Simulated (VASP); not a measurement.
Wanted: the native input for a VASP 6.6.1 run.

- Task: single point
- Functional: r2SCAN
- Potentials or basis: VASP PAW PBE potentials, release 64 (Hf_pv, N)
- Cutoff: 520 eV
- k mesh: 12 × 12 × 12
- Occupations: gaussian, width 0.05 eV
- Spin: no spin polarisation
- Dipole correction: no
- Further INCAR settings: ALGO = Normal; EDIFF = 1e-06; NBANDS = 14

Crystal: HfN.

```
CELL_PARAMETERS angstrom
3.08543 0.00000 0.00000
-1.54272 2.67206 0.00000
0.00000 0.00000 2.89086
ATOMIC_POSITIONS crystal
Hf 0.00374 0.00748 0.00000
N 0.66667 0.33333 0.50000
```

This cell differs from its parent crystal: atom 1 (Hf) moved 0.02 Å along y.

These files were run (other wordings do the same):

POSCAR

```
HfN
1.0
    3.0854334487      0.0000000000      0.0000000000
   -1.5427167244      2.6720637483      0.0000000000
    0.0000000000      0.0000000000      2.8908649372
Hf N
1 1
Direct
    0.0037424257      0.0074848514      0.0000000000
    0.6666666667      0.3333333333      0.5000000000
```

INCAR.step1

```
PREC     = Accurate       # precision mode
ENCUT    = 520            # plane-wave cutoff, eV
ISMEAR   = 0              # smearing method
SIGMA    = 0.05           # smearing width, eV
LREAL    = F              # projectors in reciprocal space
LASPH    = T              # aspherical terms in the spheres
NELM     = 80             # most SCF steps
NBANDS   = 14             # bands
GGA      = PE             # functional
ALGO     = Normal         # electronic algorithm
EDIFF    = 1E-4           # SCF threshold, eV
LWAVE    = T              # write WAVECAR
LCHARG   = F              # write CHGCAR
```

INCAR.step2

```
PREC     = Accurate       # precision mode
ENCUT    = 520            # plane-wave cutoff, eV
EDIFF    = 1E-6           # SCF threshold, eV
ISMEAR   = 0              # smearing method
SIGMA    = 0.05           # smearing width, eV
LREAL    = F              # projectors in reciprocal space
LASPH    = T              # aspherical terms in the spheres
NELM     = 80             # most SCF steps
ALGO     = Normal         # electronic algorithm
ISIF     = 2              # what is computed and relaxed
LWAVE    = F              # write WAVECAR
LCHARG   = F              # write CHGCAR
METAGGA  = R2SCAN         # meta-GGA
LMIXTAU  = T            
NBANDS   = 14             # bands
ISTART   = 1
```

KPOINTS

```
Automatic mesh
0
Gamma
  12 12 12
```

Potentials or basis: VASP PAW PBE potentials, release 64 (Hf_pv, N).

Command:

```bash
$ cat potpaw_PBE.64/Hf_pv/POTCAR potpaw_PBE.64/N/POTCAR > POTCAR
$ cp INCAR.step1 INCAR
$ mpirun -np 1 vasp_std > vasp.out
$ cp INCAR.step2 INCAR
$ mpirun -np 1 vasp_std > vasp.out
```

It gave:

- Pressure: -2.2 GPa
- Largest force: 0.107 eV/Å
- Band gap on the k mesh: zero (an odd number of electrons rules out a gap without spin polarisation)

Caveat: the cell differs from its parent crystal (atom 1 (Hf) moved 0.02 Å along y); the PAW data sets were made with another functional, which shifts forces and pressure a little; spin-orbit coupling is left out, which moves the levels of the heavy elements.

Run time: 85 s on 1 thread of Intel(R) Xeon(R) 6975P-C (Granite Rapids), with other jobs on the host, peak memory 0.23 GiB.
